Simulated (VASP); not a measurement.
# Ni (Im-3m) in VASP: notebook

The runs below take Ni through relaxation of cell and atoms, single point, with RPBE, PBEsol-based global hybrid with 25 % exact exchange, SCAN, r2SCAN, PBE.

All numbers are computed with VASP 6.6.1; they aren't measurements. Logs are shortened: lines on timing, memory, paths and dates and some standing lists are left out, and cuts for length are marked.

### Step 1. The cell of the first run

Symmetry: Im-3m, No. 229, cubic system. The conventional cell has a = 2.721 Å, b = 2.721 Å, c = 2.721 Å, α = 90.00°, β = 90.00°, γ = 90.00°. Ni (site symmetry m-3m) has 14 Ni at 2.36 to 2.72 Å within 3.1 Å.

This isn't the form of Ni at room conditions, which is fcc.

### Step 2. Relaxation of cell and atoms, RPBE, collinear spin, ferromagnetic start (10.07 Å³/atom)

POSCAR reads:

```
Ni
1.0
   -1.3602581338      1.3602581338      1.3602581338
    1.3602581338     -1.3602581338      1.3602581338
    1.3602581338      1.3602581338     -1.3602581338
Ni
1
Direct
    0.0000000000      0.0000000000      0.0000000000
```

INCAR.step1 reads:

```
  GGA = RP
  ISPIN = 2
  MAGMOM = 1
  LORBIT = 11
  ISMEAR = 2
  SIGMA = 0.05
  LWAVE = False
  LCHARG = False
  NSW = 80
  PREC = Accurate
  LASPH = True
  LREAL = False
  ALGO = Normal
  EDIFF = 1E-7
  NELM = 200
  GGA_COMPAT = False
  IBRION = 2
  ISIF = 3
  EDIFFG = -0.002
  NELMIN = 4
  ENCUT = 710
  LMAXMIX = 4
  KPAR = 4
  POTIM = 0.5
```

INCAR.step4 reads:

```
  GGA = RP
  ISPIN = 2
  MAGMOM = 1
  LORBIT = 11
  ISMEAR = 2
  SIGMA = 0.05
  LWAVE = False
  LCHARG = False
  PREC = Accurate
  LASPH = True
  LREAL = False
  ALGO = Normal
  EDIFF = 1E-7
  NELM = 200
  GGA_COMPAT = False
  ISIF = 2
  ENCUT = 710
  LMAXMIX = 4
  KPAR = 4
```

KPOINTS reads:

```
Automatic mesh
0
Gamma
  19 19 19
  0 0 0
```

Potentials or basis: VASP PAW PBE potentials, release 64 (Ni).

On the command line:

```console
$ cat potpaw_PBE.64/Ni/POTCAR > POTCAR
$ cp INCAR.step1 INCAR
$ cp POSCAR.step1 POSCAR
$ mpirun -np 4 vasp_std > vasp.out
$ cp CONTCAR POSCAR
$ mpirun -np 4 vasp_std > vasp.out
$ cp CONTCAR POSCAR
$ mpirun -np 4 vasp_std > vasp.out
$ cp CONTCAR POSCAR
$ cp INCAR.step4 INCAR
$ mpirun -np 4 vasp_std > vasp.out
```

OUTCAR:

```text
GGA = RP
   ISPIN = 2
   LORBIT = 11
   ISMEAR = 2
   PREC = Accurate
   LASPH = True
   LREAL = False
   EDIFF = 1E-7
   NELM = 200
   ISIF = 2
   ENCUT = 710

 ion  position               nearest neighbor table
   1  0.000  0.000  0.000-

  LATTYP: Found a body centered cubic cell.
 ALAT       =     2.8280058871

  Lattice vectors:

 A1 = (  -1.4140029436,   1.4140029436,   1.4140029436)
 A2 = (   1.4140029436,  -1.4140029436,   1.4140029436)
 A3 = (   1.4140029436,   1.4140029436,  -1.4140029436)

Analysis of symmetry for initial positions (statically):
=====================================================================
 Subroutine PRICEL returns:
 Original cell was already a primitive cell.

 Routine SETGRP: Setting up the symmetry group for a
 body centered cubic supercell.

 Subroutine GETGRP returns: Found 48 space group operations
 (whereof 48 operations were pure point group operations)
 out of a pool of 48 trial point group operations.

The static configuration has the point symmetry O_h .

Analysis of symmetry for dynamics (positions and initial velocities):
=====================================================================
 Subroutine PRICEL returns:
 Original cell was already a primitive cell.

 Routine SETGRP: Setting up the symmetry group for a
 body centered cubic supercell.

 Subroutine GETGRP returns: Found 48 space group operations
 (whereof 48 operations were pure point group operations)
 out of a pool of 48 trial point group operations.

The dynamic configuration has the point symmetry O_h .

Analysis of structural, dynamic, and magnetic symmetry:
=====================================================================
 Subroutine PRICEL returns:
 Original cell was already a primitive cell.

 Routine SETGRP: Setting up the symmetry group for a
 body centered cubic supercell.

 Subroutine GETGRP returns: Found 48 space group operations
 (whereof 48 operations were pure point group operations)
 out of a pool of 48 trial point group operations.

The overall configuration has the point symmetry O_h .

 Subroutine INISYM returns: Found 48 space group operations
 (whereof 48 operations are pure point group operations),
 and found     1 'primitive' translations

----------------------------------------------------------------------------------------

                                     Primitive cell

  volume of cell :      11.3087

  direct lattice vectors                    reciprocal lattice vectors
    -1.414002944  1.414002944  1.414002944     0.000000000  0.353606053  0.353606053
     1.414002944 -1.414002944  1.414002944     0.353606053  0.000000000  0.353606053
     1.414002944  1.414002944 -1.414002944     0.353606053  0.353606053  0.000000000

  length of vectors
     2.449124940  2.449124940  2.449124940     0.500074476  0.500074476  0.500074476

  position of ions in fractional coordinates (direct lattice)
     0.000000000  0.000000000  0.000000000

  ion indices of the primitive-cell ions
   primitive index   ion index
                 1           1

----------------------------------------------------------------------------------------

 KPOINTS: Automatic mesh

Automatic generation of k-mesh.
 Grid dimensions read from file:
 generate k-points for:   19   19   19

 Generating k-lattice:

  Cartesian coordinates                     Fractional coordinates (reciprocal lattice)
     0.000000000  0.018610845  0.018610845     0.052631579  0.000000000  0.000000000
     0.018610845  0.000000000  0.018610845     0.000000000  0.052631579  0.000000000
     0.018610845  0.018610845  0.000000000     0.000000000  0.000000000  0.052631579

  Length of vectors
     0.026319709  0.026319709  0.026319709

  Shift w.r.t. Gamma in fractional coordinates (k-lattice)
     0.000000000  0.000000000  0.000000000

 Subroutine IBZKPT returns following result:
 ===========================================

 Found    220 irreducible k-points:

 Following reciprocal coordinates:
            Coordinates               Weight
  0.000000  0.000000  0.000000      1.000000
  0.052632  0.000000  0.000000     12.000000
  0.105263  0.000000  0.000000     12.000000
  0.157895  0.000000  0.000000     12.000000
  0.210526  0.000000  0.000000     12.000000
  0.263158  0.000000  0.000000     12.000000
[... 16 lines left out ...]
  0.263158  0.105263  0.000000     48.000000
  0.315789  0.105263  0.000000     48.000000
 [... further k-points ...]
   k-points           NKPTS =    220   k-points in BZ     NKDIM =    220   number of bands    NBANDS=     10
   number of dos      NEDOS =    301   number of ions     NIONS =      1
   total plane-waves  NPLWV =  13824
   dimension x,y,z NGX =    24 NGY =   24 NGZ =   24
   dimension x,y,z NGXF=    48 NGYF=   48 NGZF=   48
   ions per type =               1
   NGX,Y,Z   is equivalent  to a cutoff of  16.29, 16.29, 16.29 a.u.
   NGXF,Y,Z  is equivalent  to a cutoff of  32.58, 32.58, 32.58 a.u.
 SYSTEM =  unknown system
   PREC   = accura    normal or accurate (medium, high low for compatibility)
   ISTART =      0    job   : 0-new  1-cont  2-samecut
   ICHARG =      2    charge: 1-file 2-atom 10-const
   ISPIN  =      2    spin polarized calculation?
   LNONCOLLINEAR =      F non collinear calculations
   LSORBIT =      F    spin-orbit coupling
   LASPH  =      T    aspherical Exc in radial PAW
   ENCUT  =  710.0 eV  52.18 Ry    7.22 a.u.   5.32  5.32  5.32*2*pi/ulx,y,z
   NELM   =    200;   NELMIN=  2; NELMDL=  0     # of ELM steps
   EDIFF  = 0.1E-06   stopping-criterion for ELM
   LREAL  =      F    real-space projection
   EDIFFG = 0.1E-05   stopping-criterion for IOM
   NSW    =      0    number of steps for IOM
   IBRION =     -1    ionic relax: 0-MD 1-quasi-New 2-CG
   NFREE  =      0    steps in history (QN), initial steepest desc. (CG)
   ISIF   =      2    stress and relaxation
   ISYM   =      2    0-nonsym 1-usesym 2-fastsym
   POTIM  = 0.5000    time-step for ionic-motion
   TEBEG  =    0.0;   TEEND  =   0.0 temperature during run

   SCALEE = 1.0000    scale energy and forces
   PSTRESS=    0.0 pullay stress
   NELECT =      10.0000    total number of electrons
   NUPDOWN=      -1.0000    fix difference up-down
   EMIN   =  10.00;   EMAX   =-10.00  energy-range for DOS
   EFERMI =   0.00;   METHOD = LEGACY
   ISMEAR =     2;   SIGMA  =   0.05  broadening in eV -4-tet -1-fermi 0-gaus
   EFERMI_NEDOS =   21; number of points for ismear=-14 and -15
   IALGO  =     38    algorithm
   IMIX   =      4    mixing-type and parameters
     AMIX     =   0.40;   BMIX     =  1.00
     AMIX_MAG =   1.60;   BMIX_MAG =  1.00
  volume/ion in A,a.u.               =      11.31        76.31
  Fermi-wavevector in a.u.,A,eV,Ry     =   1.571344  2.969409 33.594431  2.469121
  Thomas-Fermi vector in A             =   2.672942
   LORBIT       =     11    0 simple, 1 ext, 2 COOP (PROOUT), +10 PAW based schemes
   GGA     = RP    functional components
   LHFCALC =     F    Hartree Fock is set to
   AEXX    =    0.0000 exact exchange contribution
   IVDW    =     0    specifies the selected vdW correction
   LEPSILON=     F    determine dielectric tensor
   LRPA    =     F    only Hartree local field effects (RPA)

   CSHIFT  =0.1000    complex shift for real part using Kramers Kronig

   OMEGAMAX=  -1.0    maximum frequency
 spin polarized calculation
 Methfessel and Paxton  Order N= 2 SIGMA  =   0.05
  energy-cutoff  :      710.00
  volume of cell :       11.31
 maximum number of plane-waves:       498
 NGX is ok and might be reduce to    24
   NGX = 11   NGY = 11   NGZ = 11

 number of electron      10.0000000 magnetization       0.5450701

 Free energy of the ion-electron system (eV)
  ---------------------------------------------------
  ext. energy  EPLUGINS =         0.00000000
  ---------------------------------------------------
  free energy    TOTEN  =        -4.86165576 eV

  energy without entropy =       -4.86172795  energy(sigma->0) =       -4.86167381

 E-fermi :   8.8570     XC(G=0): -12.8969

 val. band max:        8.8460154350   @ k =  -0.2105   0.2105   0.1579
 cond. band min:       8.8573438597   @ k =  -0.4737   0.4737   0.3684
 fundamental gap:      0.0113284247
 Fermi energy:         8.8569579022

 spin component 1

 k-point     1 :       0.0000    0.0000    0.0000
  band No.  band energies     occupation
      1       0.2643      1.00000
      2       6.6733      1.00000
      3       6.6733      1.00000
      4       6.6733      1.00000
      5       8.0258      1.00000
      6       8.0258      1.00000
      7      34.8893      0.00000
      8      34.8893      0.00000
      9      34.8893      0.00000
     10      39.5428      0.00000

 k-point     2 :       0.0526    0.0000    0.0000
  band No.  band energies     occupation
      1       0.3760      1.00000
      2       6.6488      1.00000
      3       6.6721      1.00000
      4       6.7223      1.00000
      5       8.0006      1.00000
      6       8.0277      1.00000
      7      33.8931      0.00000
      8      34.6665      0.00000
      9      34.7133      0.00000
     10      38.5038      0.00000

 k-point     3 :       0.1053    0.0000    0.0000
  band No.  band energies     occupation
      1       0.7066      1.00000
      2       6.5784      1.00000
      3       6.6640      1.00000
      4       6.8658      1.00000
      5       7.9368      1.00000
      6       8.0337      1.00000
      7      31.6324      0.00000
      8      33.8785      0.00000
      9      34.2893      0.00000
     10      36.7486      0.00000
[... 248 lines left out ...]
 k-point    23 :       0.2632    0.1053    0.0000
  band No.  band energies     occupation
      1       3.8285      1.00000
      2       6.0797      1.00000
      3       6.5246      1.00000
      4       7.7888      1.00000
      5       8.1411      1.00000
      6       8.4613      1.00000
      7      21.1717      0.00000
      8      26.3168      0.00000
      9      29.6612      0.00000
     10      34.1643      0.00000

 k-point    24 :       0.3158    0.1053    0.0000
  band No.  band energies     occupation
      1       4.3712      1.00000
      2       5.9693      1.00000
      3       6.8483      1.00000
      4       7.8503      1.00000
      5       8.1998      1.00000
      6       8.9888      0.00133
      7      18.8095      0.00000
      8      25.6308      0.00000
      9      28.8344      0.00000
     10      33.9249      0.00000

 [... further k-points ...]

 spin component 2

 k-point     1 :       0.0000    0.0000    0.0000
  band No.  band energies     occupation
      1       0.2177      1.00000
      2       7.3675      1.00000
      3       7.3675      1.00000
      4       7.3675      1.00000
      5       8.4958      1.00000
      6       8.4958      1.00000
      7      34.7467      0.00000
      8      34.7467      0.00000
      9      34.7467      0.00000
     10      39.4280      0.00000

 k-point     2 :       0.0526    0.0000    0.0000
  band No.  band energies     occupation
      1       0.3294      1.00000
      2       7.3411      1.00000
      3       7.3648      1.00000
      4       7.4184      1.00000
      5       8.4694      1.00000
      6       8.4978      1.00000
      7      33.7823      0.00000
      8      34.5296      0.00000
      9      34.5898      0.00000
     10      38.4772      0.00000

 k-point     3 :       0.1053    0.0000    0.0000
  band No.  band energies     occupation
      1       0.6606      1.00000
      2       7.2652      1.00000
      3       7.3491      1.00000
      4       7.5675      1.00000
      5       8.4049      1.00000
      6       8.5044      1.00000
      7      31.5865      0.00000
      8      33.7630      0.00000
      9      34.2072      0.00000
     10      36.8931      0.00000
[... 248 lines left out ...]
 k-point    23 :       0.2632    0.1053    0.0000
  band No.  band energies     occupation
      1       3.8895      1.00000
      2       6.7116      1.00000
      3       7.0051      1.00000
      4       8.3306      1.00000
      5       8.6573      1.00000
      6       9.1341      0.00000
      7      21.2950      0.00000
      8      26.3547      0.00000
      9      29.7041      0.00000
     10      34.1567      0.00000

 k-point    24 :       0.3158    0.1053    0.0000
  band No.  band energies     occupation
      1       4.5617      1.00000
      2       6.5965      1.00000
      3       7.2098      1.00000
      4       8.4105      1.00000
      5       8.7129      0.99949
      6       9.6118      0.00000
      7      18.9777      0.00000
      8      25.6686      0.00000
      9      28.8651      0.00000
     10      33.9357      0.00000

 [... further k-points ...]

------------------------ aborting loop because EDIFF is reached ----------------------------------------

  FORCE on cell =-STRESS in cart. coord.  units (eV):
  Direction    XX          YY          ZZ          XY          YZ          ZX
  --------------------------------------------------------------------------------------
  -------------------------------------------------------------------------------------
  Total        0.0018700      0.0018700      0.0018700     -0.0000000     -0.0000000      0.0000000
  in kB        0.2649303      0.2649303      0.2649303     -0.0000000     -0.0000000      0.0000000
  external PRESSURE =       0.2649303 kB  Pullay stress =       0.0000000 kB

 VOLUME and BASIS-vectors are now :
 -----------------------------------------------------------------------------
  energy-cutoff  :      710.00
  volume of cell :       11.31
      direct lattice vectors                 reciprocal lattice vectors
    -1.414002944  1.414002944  1.414002944     0.000000000  0.353606053  0.353606053
     1.414002944 -1.414002944  1.414002944     0.353606053  0.000000000  0.353606053
     1.414002944  1.414002944 -1.414002944     0.353606053  0.353606053  0.000000000

 POSITION                                       TOTAL-FORCE (eV/Angst)
 -----------------------------------------------------------------------------------
      0.00000      0.00000      0.00000         0.000000      0.000000      0.000000
 -----------------------------------------------------------------------------------
    total drift:                               -0.000000      0.000000      0.000000

  FREE ENERGIE OF THE ION-ELECTRON SYSTEM (eV)
  ---------------------------------------------------
  free  energy   TOTEN  =        -4.8616557643 eV

  energy  without entropy=       -4.8617279462  energy(sigma->0) =       -4.86167381

 total charge

# of ion       s       p       d       tot
------------------------------------------
    1        0.473   0.453   8.316   9.243

 magnetization (x)

# of ion       s       p       d       tot
------------------------------------------
    1       -0.006  -0.019   0.583   0.558
```

It took 5.1 min on 4 MPI ranks of Intel Xeon Platinum 8375C at 2.90GHz (Ice Lake), shared host; peak memory 0.19 GiB.

What came out:

| Property | Result |
| --- | --- |
| Free energy | -4.8617 eV |
| Relaxed volume | 11.31 Å³/atom |
| Relaxed cell | a = 2.449 Å, b = 2.449 Å, c = 2.449 Å, α = 109.47°, β = 109.47°, γ = 109.47° |
| Space group after relaxing (to 0.1 Å) | Im-3m (No. 229) |
| Energy gained by relaxing | 91.6 meV/atom |
| Ionic steps | 22 |
| Pressure after relaxing | 0.0 GPa |
| Net moment | 0.55 μB per cell |
| Site moments | Ni +0.56 μB |
| Valence electrons inside the program's atomic spheres | Ni 9.24 |

The path:
| step | energy change (eV) | largest force (eV/Å) | pressure (GPa) | volume (Å³) |
| --- | --- | --- | --- | --- |
| 1 | 0.0000 | 0.0000 | 26.39 | 10.07 |
| 2 | -0.0196 | 0.0000 | -14.83 | 12.68 |
| 3 | -0.0913 | 0.0000 | -0.25 | 11.33 |
| 4 | -0.0913 | 0.0000 | 0.13 | 11.30 |
| 5 | -0.0913 | 0.0000 | 0.13 | 11.30 |
| 6 | -0.0913 | 0.0000 | 0.13 | 11.30 |
| 7 | -0.0913 | 0.0000 | 0.13 | 11.30 |
| 8 | -0.0913 | 0.0000 | 0.13 | 11.30 |
| 9 | -0.0913 | 0.0000 | 0.13 | 11.30 |
| 10 | -0.0913 | 0.0000 | 0.13 | 11.30 |
| 11 | -0.0913 | 0.0000 | 0.13 | 11.30 |
| 12 | -0.0913 | 0.0000 | 0.13 | 11.30 |
| 13 | -0.0913 | 0.0000 | 0.12 | 11.30 |
| 14 | -0.0913 | 0.0000 | 0.12 | 11.30 |
| 15 | -0.0913 | 0.0000 | 0.12 | 11.30 |
| 16 | -0.0913 | 0.0000 | 0.11 | 11.30 |
| 17 | -0.0913 | 0.0000 | 0.09 | 11.30 |
| 18 | -0.0913 | 0.0000 | 0.04 | 11.31 |
| 19 | -0.0913 | 0.0000 | -0.05 | 11.31 |
| 20 | -0.0913 | 0.0000 | -0.01 | 11.31 |
| 21 | -0.0916 | 0.0000 | 0.03 | 11.31 |
| 22 | -0.0916 | 0.0000 | 0.03 | 11.31 |

Final structure:
```xyz
1
Lattice="-1.4140 1.4140 1.4140 1.4140 -1.4140 1.4140 1.4140 1.4140 -1.4140" Properties=species:S:1:pos:R:3 pbc="T T T"
Ni    0.0000    0.0000    0.0000
```

Caveat: the PAW data sets were made with another functional, which shifts forces and pressure a little.

### Step 3. Single point, PBEsol-based global hybrid with 25 % exact exchange, collinear spin, ferromagnetic start

This run uses another cell than the first one, of 10.60 Å³/atom.

POSCAR reads:

```
Ni
1.0
   -1.3837154700      1.3837154700      1.3837154700
    1.3837154700     -1.3837154700      1.3837154700
    1.3837154700      1.3837154700     -1.3837154700
Ni
1
Direct
    0.0000000000      0.0000000000      0.0000000000
```

INCAR.step1 reads:

```
PREC = Accurate
ENCUT = 520
EDIFF = 1E-5
ISMEAR = -1
SIGMA = 0.05
LREAL = F
LASPH = T
NELM = 150
ALGO = Normal
ISIF = 2
LWAVE = T
LCHARG = F
ISPIN = 2
MAGMOM = 1
LORBIT = 11
LMAXMIX = 4
NBANDS = 15
GGA = PE
```

INCAR.step2 reads:

```
PREC = Accurate
ENCUT = 520
EDIFF = 1E-6
ISMEAR = -1
SIGMA = 0.05
LREAL = F
LASPH = T
NELM = 150
ALGO = Normal
ISIF = 2
LWAVE = F
LCHARG = F
ISPIN = 2
MAGMOM = 1
LORBIT = 11
LMAXMIX = 4
GGA = PS
LHFCALC = T
AEXX = 0.25
PRECFOCK = Normal
NBANDS = 15
ISTART = 1
```

KPOINTS reads:

```
regular mesh
0
Gamma
  7 7 7
```

Potentials or basis: VASP PAW PBE potentials, release 64 (Ni).

On the command line:

```console
$ cat potpaw_PBE.64/Ni/POTCAR > POTCAR
$ cp INCAR.step1 INCAR
$ mpirun -np 1 vasp_std > vasp.out
$ cp INCAR.step2 INCAR
$ mpirun -np 1 vasp_std > vasp.out
```

Wall time 69 min (1 thread of AMD EPYC 7R43 (Zen 3), shared host); peak memory 0.1 GiB.

It converged, with:

```yaml
Free_energy: -7.2003 eV
Pressure: -6.6 GPa
Net_moment: 0.53 μB per cell
Site_moments: Ni +0.55 μB
Valence_electrons_inside_the_program's_atomic_spheres: Ni 9.42
```

Levels at points of the mesh, in eV from the Fermi level:
Spin up:
```
           k point  band 1  band 2  band 3  band 4  band 5  band 6  band 7  band 8  band 9  band 10
(0.00, 0.00, 0.00)  -10.17   -4.18   -4.18   -4.18   -2.61   -2.61   28.75   28.75   28.75    33.99
```
Spin down:
| k point | band 3 | band 4 | band 5 | band 6 | band 7 | band 8 |
| --- | --- | --- | --- | --- | --- | --- |
| (0.00, 0.00, 0.00) | -2.41 | -2.41 | -2.00 | -2.00 | 28.44 | 28.44 |

Caveat: the k points lie up to 0.46 Å⁻¹ apart; the PAW data sets were made with another functional, which shifts forces and pressure a little.

(Part 1 of 2 ends here.)
